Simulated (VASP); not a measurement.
PbO, 2 atoms in the cell. It takes space group F-43m (No. 216, cubic). Conventional cell: a = 5.598 Å, b = 5.598 Å, c = 5.598 Å, α = 90.00°, β = 90.00°, γ = 90.00°. Within 3.2 Å of Pb (site symmetry -43m) lie 4 O at 2.42 Å. O (site symmetry -43m) has 4 Pb at 2.42 Å within 3.2 Å. 

| Quantity | Value |
| --- | --- |
| Program | VASP 6.6.1 |
| Task | dielectric tensor |
| Functional | PBE |
| Potentials or basis | VASP PAW PBE potentials, release 64 (Pb_d, O) |
| Cutoff | 520 eV |
| k mesh | 6 × 6 × 6 |
| Occupations | gaussian, width 0.01 eV |
| Spin | no spin polarisation |
| Dipole correction | no |
| Further INCAR settings | ALGO = Normal; EDIFF = 1e-08 |

Potentials or basis: VASP PAW PBE potentials, release 64 (Pb_d, O).

Run with:

```bash
$ cat potpaw_PBE.64/Pb_d/POTCAR potpaw_PBE.64/O/POTCAR > POTCAR
$ mpirun -np 1 vasp_std > vasp.out
```

Hardware: 1 thread of AMD EPYC 7R13, on a shared host.

Problem. How long does it take, and how much memory?

Solution. Wall time 8.2 min on 1 thread of AMD EPYC 7R13, on a shared host, peak memory 0.2 GiB. Counts: scf iterations 165, k points 16.
